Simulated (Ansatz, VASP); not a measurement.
# Pt: VASP beside Ansatz

```
Pt
1.0
    -1.60798    1.60798    1.63175
     1.60798   -1.60798    1.63175
     1.60798    1.60798   -1.63175
Pt
1
Direct
  0.00000 0.00000 0.00000
```

Change from the starting cell: strain +0.015 along x and y, +0.030 along z, atoms carried along.

Alike in both runs: task single point; functional LDA; k mesh 22 × 22 × 22; occupations gaussian, width 0.15 eV; no spin polarisation.

|  | VASP | Ansatz |
| --- | --- | --- |
| version | VASP 6.6.1 | Ansatz 0.2.0 |
| potentials or method | VASP PAW LDA potentials, release 64 (Pt), cutoff 520 eV | scalar-relativistic, plane waves, PAW |
| valence electrons in the cell | 10 | 18 |

VASP gave:

* gap on the k mesh at the Fermi level (eV): none
* pressure (GPa): -25.6
* traceless stress, the component that is largest in VASP (GPa): 0.77

**Question.** Which values does Ansatz return?

**Answer.** gap on the k mesh at the Fermi level (eV): none; pressure (GPa): -26.1; traceless stress, the component that is largest in VASP (GPa): 0.78.

LDA's correlation is that of Perdew and Zunger in VASP and of Perdew and Wang (1992) in Ansatz. A gap of «none» marks a metal or a gap that the smearing closes. VASP's potentials hold 10 valence electrons a cell and Ansatz's 18, so a difference there can come from the potentials and not from the codes.

Spin-orbit coupling is off throughout.
